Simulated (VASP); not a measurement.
# TiPd3 (Pm-3m) in VASP: notebook

The runs below take TiPd3 through electric field gradients, with LDA.

All numbers are computed with VASP 6.6.1; they aren't measurements. Logs are shortened: lines on timing, memory, paths and dates and some standing lists are left out, and cuts for length are marked.

### 1 The cell of the first run

It takes space group Pm-3m (No. 221, cubic). The conventional cell has a = 3.807 Å, b = 3.807 Å, c = 3.807 Å, α = 90.00°, β = 90.00°, γ = 90.00°. Within 3.5 Å of Ti (site symmetry m-3m) lie 12 Pd at 2.69 Å. Within 3.5 Å of Pd (site symmetry 4/mmm) lie 4 Ti at 2.69 Å and 8 Pd at 2.69 Å.

### 2 Electric field gradients, LDA (volume scaled by 0.99)

File INCAR:

```
SYSTEM = TiPd3
ALGO = Normal
EDIFF = 1E-8
ENCUT = 520
GGA = CA
ISIF = 2
ISMEAR = -1
LASPH = .TRUE.
LCHARG = .FALSE.
LEFG = .TRUE.
LREAL = .FALSE.
LWAVE = .FALSE.
NBANDS = 29
NELM = 60
PREC = Accurate
SIGMA = 0.05
```

File KPOINTS:

```
k-points
0
G
  11 11 11
  0 0 0
```

File POSCAR:

```
TiPd3
1.0
    3.8072239848      0.0000000000      0.0000000000
    0.0000000000      3.8072239848      0.0000000000
    0.0000000000      0.0000000000      3.8072239848
Ti Pd
1 3
Direct
    0.0000000000      0.0000000000      0.0000000000
    0.0000000000      0.5000000000      0.5000000000
    0.5000000000      0.0000000000      0.5000000000
    0.5000000000      0.5000000000      0.0000000000
```

Potentials or basis: VASP PAW LDA potentials, release 64 (Ti_sv, Pd).

The run is started by

```bash
cat potpaw_LDA.64/Ti_sv/POTCAR potpaw_LDA.64/Pd/POTCAR > POTCAR
mpirun -np 1 vasp_std > vasp.out
```

OUTCAR:

```text
SYSTEM = TiPd3
   EDIFF = 1E-8
   ENCUT = 520
   GGA = CA
   ISIF = 2
   ISMEAR = -1
   LASPH = .TRUE.
   LREAL = .FALSE.
   NELM = 60
   PREC = Accurate

 ion  position               nearest neighbor table
   1  0.000  0.000  0.000-   2 2.69   3 2.69   4 2.69   2 2.69   3 2.69   2 2.69   4 2.69   2 2.69
                             3 2.69   4 2.69   3 2.69   4 2.69
   2  0.000  0.500  0.500-   1 2.69   3 2.69   4 2.69   1 2.69   4 2.69   1 2.69   3 2.69   1 2.69
                             3 2.69   4 2.69   4 2.69   3 2.69
   3  0.500  0.000  0.500-   1 2.69   2 2.69   4 2.69   1 2.69   4 2.69   2 2.69   4 2.69   4 2.69
                             1 2.69   2 2.69   1 2.69   2 2.69
   4  0.500  0.500  0.000-   1 2.69   2 2.69   3 2.69   2 2.69   3 2.69   1 2.69   3 2.69   3 2.69
                             1 2.69   2 2.69   2 2.69   1 2.69

  LATTYP: Found a simple cubic cell.
 ALAT       =     3.8072239848

  Lattice vectors:

 A1 = (   3.8072239848,   0.0000000000,   0.0000000000)
 A2 = (   0.0000000000,   3.8072239848,   0.0000000000)
 A3 = (   0.0000000000,   0.0000000000,   3.8072239848)

Analysis of symmetry for initial positions (statically):
=====================================================================
 Subroutine PRICEL returns:
 Original cell was already a primitive cell.

 Routine SETGRP: Setting up the symmetry group for a
 simple cubic supercell.

 Subroutine GETGRP returns: Found 48 space group operations
 (whereof 48 operations were pure point group operations)
 out of a pool of 48 trial point group operations.

The static configuration has the point symmetry O_h .

Analysis of symmetry for dynamics (positions and initial velocities):
=====================================================================
 Subroutine PRICEL returns:
 Original cell was already a primitive cell.

 Routine SETGRP: Setting up the symmetry group for a
 simple cubic supercell.

 Subroutine GETGRP returns: Found 48 space group operations
 (whereof 48 operations were pure point group operations)
 out of a pool of 48 trial point group operations.

The dynamic configuration has the point symmetry O_h .

 Subroutine INISYM returns: Found 48 space group operations
 (whereof 48 operations are pure point group operations),
 and found     1 'primitive' translations

----------------------------------------------------------------------------------------

                                     Primitive cell

  volume of cell :      55.1855

  direct lattice vectors                    reciprocal lattice vectors
     3.807223985  0.000000000  0.000000000     0.262658568  0.000000000  0.000000000
     0.000000000  3.807223985  0.000000000     0.000000000  0.262658568  0.000000000
     0.000000000  0.000000000  3.807223985     0.000000000  0.000000000  0.262658568

  length of vectors
     3.807223985  3.807223985  3.807223985     0.262658568  0.262658568  0.262658568

  position of ions in fractional coordinates (direct lattice)
     0.000000000  0.000000000  0.000000000
     0.000000000  0.500000000  0.500000000
     0.500000000  0.000000000  0.500000000
     0.500000000  0.500000000  0.000000000

  ion indices of the primitive-cell ions
   primitive index   ion index
                 1           1
                 2           2
                 3           3
                 4           4

----------------------------------------------------------------------------------------

 KPOINTS: k-points

Automatic generation of k-mesh.
 Grid dimensions read from file:
 generate k-points for:   11   11   11

 Generating k-lattice:

  Cartesian coordinates                     Fractional coordinates (reciprocal lattice)
     0.023878052  0.000000000  0.000000000     0.090909091  0.000000000  0.000000000
     0.000000000  0.023878052  0.000000000     0.000000000  0.090909091  0.000000000
     0.000000000  0.000000000  0.023878052     0.000000000  0.000000000  0.090909091

  Length of vectors
     0.023878052  0.023878052  0.023878052

  Shift w.r.t. Gamma in fractional coordinates (k-lattice)
     0.000000000  0.000000000  0.000000000

 Subroutine IBZKPT returns following result:
 ===========================================

 Found     56 irreducible k-points:

 Following reciprocal coordinates:
            Coordinates               Weight
  0.000000  0.000000  0.000000      1.000000
  0.090909  0.000000  0.000000      6.000000
  0.181818  0.000000  0.000000      6.000000
  0.272727  0.000000  0.000000      6.000000
  0.363636  0.000000  0.000000      6.000000
  0.454545  0.000000  0.000000      6.000000
[... 16 lines left out ...]
  0.181818  0.090909  0.090909     24.000000
  0.272727  0.090909  0.090909     24.000000
 [... further k-points ...]
   k-points           NKPTS =     56   k-points in BZ     NKDIM =     56   number of bands    NBANDS=     29
   number of dos      NEDOS =    301   number of ions     NIONS =      4
   total plane-waves  NPLWV =  21952
   dimension x,y,z NGX =    28 NGY =   28 NGZ =   28
   dimension x,y,z NGXF=    56 NGYF=   56 NGZF=   56
   ions per type =               1   3
   NGX,Y,Z   is equivalent  to a cutoff of  12.23, 12.23, 12.23 a.u.
   NGXF,Y,Z  is equivalent  to a cutoff of  24.45, 24.45, 24.45 a.u.
 SYSTEM =  TiPd3
   PREC   = accura    normal or accurate (medium, high low for compatibility)
   ISTART =      0    job   : 0-new  1-cont  2-samecut
   ICHARG =      2    charge: 1-file 2-atom 10-const
   ISPIN  =      1    spin polarized calculation?
   LNONCOLLINEAR =      F non collinear calculations
   LSORBIT =      F    spin-orbit coupling
   LASPH  =      T    aspherical Exc in radial PAW
   ENCUT  =  520.0 eV  38.22 Ry    6.18 a.u.   7.08  7.08  7.08*2*pi/ulx,y,z
   NELM   =     60;   NELMIN=  2; NELMDL= -5     # of ELM steps
   EDIFF  = 0.1E-07   stopping-criterion for ELM
   LREAL  =      F    real-space projection
   EDIFFG = 0.1E-06   stopping-criterion for IOM
   NSW    =      0    number of steps for IOM
   IBRION =     -1    ionic relax: 0-MD 1-quasi-New 2-CG
   NFREE  =      0    steps in history (QN), initial steepest desc. (CG)
   ISIF   =      2    stress and relaxation
   ISYM   =      2    0-nonsym 1-usesym 2-fastsym
   POTIM  = 0.5000    time-step for ionic-motion
   TEBEG  =    0.0;   TEEND  =   0.0 temperature during run
   PSTRESS=    0.0 pullay stress
   NELECT =      42.0000    total number of electrons
   NUPDOWN=      -1.0000    fix difference up-down
   EMIN   =  10.00;   EMAX   =-10.00  energy-range for DOS
   EFERMI =   0.00;   METHOD = LEGACY
   ISMEAR =    -1;   SIGMA  =   0.05  broadening in eV -4-tet -1-fermi 0-gaus
   EFERMI_NEDOS =   21; number of points for ismear=-14 and -15
   IALGO  =     38    algorithm
   IMIX   =      4    mixing-type and parameters
     AMIX     =   0.40;   BMIX     =  1.00
     AMIX_MAG =   1.60;   BMIX_MAG =  1.00
  volume/ion in A,a.u.               =      13.80        93.10
  Fermi-wavevector in a.u.,A,eV,Ry     =   1.494684  2.824544 30.396523  2.234081
  Thomas-Fermi vector in A             =   2.606926
   LORBIT       =      0    0 simple, 1 ext, 2 COOP (PROOUT), +10 PAW based schemes
   GGA     = CA    functional components
   LHFCALC =     F    Hartree Fock is set to
   AEXX    =    0.0000 exact exchange contribution
   IVDW    =     0    specifies the selected vdW correction
   LEPSILON=     F    determine dielectric tensor
   LRPA    =     F    only Hartree local field effects (RPA)
 non-spin polarized calculation
  energy-cutoff  :      520.00
  volume of cell :       55.19
 maximum number of plane-waves:      1503
   NGX = 15   NGY = 15   NGZ = 15

 number of electron      42.0000019 magnetization

 Free energy of the ion-electron system (eV)
  ---------------------------------------------------
  ext. energy  EPLUGINS =         0.00000000
  ---------------------------------------------------
  free energy    TOTEN  =       -30.79571324 eV

  energy without entropy =      -30.78415337  energy(sigma->0) =      -30.78993330

 E-fermi :  11.7573     XC(G=0): -13.6948

 val. band max:       11.7425983174   @ k =   0.4545   0.0909   0.0000
 cond. band min:      11.7973019231   @ k =   0.1818   0.0909   0.0909
 fundamental gap:      0.0547036058
 Fermi energy:        11.7573199516

 k-point     1 :       0.0000    0.0000    0.0000
  band No.  band energies     occupation
      1     -45.6648      2.00000
      2     -22.2748      2.00000
      3     -22.2748      2.00000
      4     -22.2748      2.00000
      5       3.3164      2.00000
      6       4.9313      2.00000
[... 21 lines left out ...]
     28      14.2406      0.00000
     29      22.2729      0.00000

 k-point     2 :       0.0909    0.0000    0.0000
  band No.  band energies     occupation
      1     -45.6646      2.00000
      2     -22.2775      2.00000
      3     -22.2752      2.00000
      4     -22.2752      2.00000
      5       3.4241      2.00000
      6       4.9962      2.00000
[... 21 lines left out ...]
     28      14.9372      0.00000
     29      22.2199      0.00000

 k-point     3 :       0.1818    0.0000    0.0000
  band No.  band energies     occupation
      1     -45.6640      2.00000
      2     -22.2850      2.00000
      3     -22.2763      2.00000
      4     -22.2763      2.00000
      5       3.7385      2.00000
      6       5.1811      2.00000
[... 21 lines left out ...]
     28      16.0248      0.00000
     29      22.0637      0.00000

 k-point     4 :       0.2727    0.0000    0.0000
  band No.  band energies     occupation
      1     -45.6633      2.00000
      2     -22.2947      2.00000
      3     -22.2777      2.00000
      4     -22.2777      2.00000
      5       4.2278      2.00000
      6       5.4533      2.00000
[... 597 lines left out ...]
     28      15.2385      0.00000
     29      22.7010      0.00000

 k-point    23 :       0.1818    0.0909    0.0909
  band No.  band energies     occupation
      1     -45.6637      2.00000
      2     -22.2860      2.00000
      3     -22.2791      2.00000
      4     -22.2781      2.00000
      5       3.9346      2.00000
      6       5.2960      2.00000
[... 21 lines left out ...]
     28      15.9824      0.00000
     29      22.1626      0.00000

 k-point    24 :       0.2727    0.0909    0.0909
  band No.  band energies     occupation
      1     -45.6630      2.00000
      2     -22.2948      2.00000
      3     -22.2807      2.00000
      4     -22.2792      2.00000
      5       4.4034      2.00000
      6       5.5581      2.00000
[... 21 lines left out ...]
     28      16.9876      0.00000
     29      21.3899      0.00000

 [... further k-points ...]

------------------------ aborting loop because EDIFF is reached ----------------------------------------

  FORCE on cell =-STRESS in cart. coord.  units (eV):
  Direction    XX          YY          ZZ          XY          YZ          ZX
  --------------------------------------------------------------------------------------
  -------------------------------------------------------------------------------------
  Total        1.7944881      1.7944881      1.7944881     -0.0000000      0.0000000      0.0000000
  in kB       52.0985809     52.0985809     52.0985809     -0.0000000      0.0000000      0.0000000
  external PRESSURE =      52.0985809 kB  Pullay stress =       0.0000000 kB

 VOLUME and BASIS-vectors are now :
 -----------------------------------------------------------------------------
  energy-cutoff  :      520.00
  volume of cell :       55.19
      direct lattice vectors                 reciprocal lattice vectors
     3.807223985  0.000000000  0.000000000     0.262658568  0.000000000  0.000000000
     0.000000000  3.807223985  0.000000000     0.000000000  0.262658568  0.000000000
     0.000000000  0.000000000  3.807223985     0.000000000  0.000000000  0.262658568

 POSITION                                       TOTAL-FORCE (eV/Angst)
 -----------------------------------------------------------------------------------
      0.00000      0.00000      0.00000         0.000000      0.000000      0.000000
      0.00000      1.90361      1.90361         0.000000      0.000000      0.000000
      1.90361      0.00000      1.90361         0.000000      0.000000      0.000000
      1.90361      1.90361      0.00000         0.000000      0.000000      0.000000
 -----------------------------------------------------------------------------------
    total drift:                                0.000000      0.000000      0.000000

  FREE ENERGIE OF THE ION-ELECTRON SYSTEM (eV)
  ---------------------------------------------------
  free  energy   TOTEN  =       -30.7957132410 eV

  energy  without entropy=      -30.7841533662  energy(sigma->0) =      -30.78993330

 Electric field gradients (V/A^2)
---------------------------------------------------------------------
 ion       V_xx      V_yy      V_zz      V_xy      V_xz      V_yz
---------------------------------------------------------------------
   1      -0.000    -0.000     0.000     0.000    -0.000    -0.000
   2     -63.536    31.768    31.768    -0.000    -0.000    -0.000
   3      31.768   -63.536    31.768    -0.000    -0.000    -0.000
   4      31.768    31.768   -63.536     0.000    -0.000    -0.000
---------------------------------------------------------------------

 Electric field gradients after diagonalization (V/A^2)
 (convention: |V_zz| > |V_xx| > |V_yy|)
----------------------------------------------------------------------
 ion       V_xx      V_yy      V_zz     asymmetry (V_yy - V_xx)/ V_zz
----------------------------------------------------------------------
   1      -0.000    -0.000     0.000       0.411
   2      31.768    31.768   -63.536       0.000
   3      31.768    31.768   -63.536       0.000
   4      31.768    31.768   -63.536       0.000
----------------------------------------------------------------------

           NMR quadrupolar parameters

 Cq : quadrupolar parameter    Cq=e*Q*V_zz/h
 eta: asymmetry parameters     (V_yy - V_xx)/ V_zz
 Q  : nuclear electric quadrupole moment in mb (millibarn)
----------------------------------------------------------------------
 ion       Cq(MHz)       eta       Q (mb)
----------------------------------------------------------------------
   1       0.000       0.411       1.000
   2      -0.154       0.000       1.000
   3      -0.154       0.000       1.000
   4      -0.154       0.000       1.000
----------------------------------------------------------------------
```

Run time: 83 s. Hardware: 1 thread of AMD EPYC 7R43 (Zen 3), shared host; peak memory 0.16 GiB.

Results:

- Free energy: -30.7957 eV
- Pressure: 5.2 GPa
- Band gap on the k mesh: zero (band 21 reaches 12.98 eV, above the bottom of band 22 at 11.62 eV)

Electric field gradients, principal values (V/Å²):
| atom | least | middle | greatest (by size) |
| --- | --- | --- | --- |
| 1 Ti | 0.000 | 0.000 | 0.000 |
| 2 Pd | 31.768 | 31.768 | -63.536 |
| 3 Pd | 31.768 | 31.768 | -63.536 |
| 4 Pd | 31.768 | 31.768 | -63.536 |

Caveat: without QUAD_EFG the Cq values of the log hold for a quadrupole moment of 1 mb, not for the nuclei.

[end of part 1 of 2]
